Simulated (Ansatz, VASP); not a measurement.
**ZnCu: VASP beside Ansatz**

```
CELL_PARAMETERS angstrom
2.94500 0.00000 0.00000
0.00000 2.94500 0.00000
0.00000 0.00000 2.94500
ATOMIC_POSITIONS crystal
Zn 0.50000 0.50000 0.50000
Cu 0.00000 0.00000 0.00000
```

Alike in both runs: task electric field gradients; functional LDA; k mesh 14 × 14 × 14; occupations fermi-dirac, width 0.05 eV; no spin polarisation.

|  | VASP | Ansatz |
| --- | --- | --- |
| version | VASP 6.6.1 | Ansatz 0.2.0 |
| potentials or method | VASP PAW LDA potentials, release 64 (Zn, Cu) | PAW with Ansatz's default frozen-core files, scalar-relativistic |
| plane-wave cutoff (eV) | 520 | 420 |
| valence electrons in the cell | 23 | 31 |

```csv
,VASP,Ansatz,Ansatz less VASP
pressure (GPa),-9.1,-9.9,-0.79
```

LDA's correlation is that of Perdew and Zunger in VASP and of Perdew and Wang (1992) in Ansatz. VASP's potentials hold 23 valence electrons a cell and Ansatz's 31, so a difference there can come from the potentials and not from the codes.
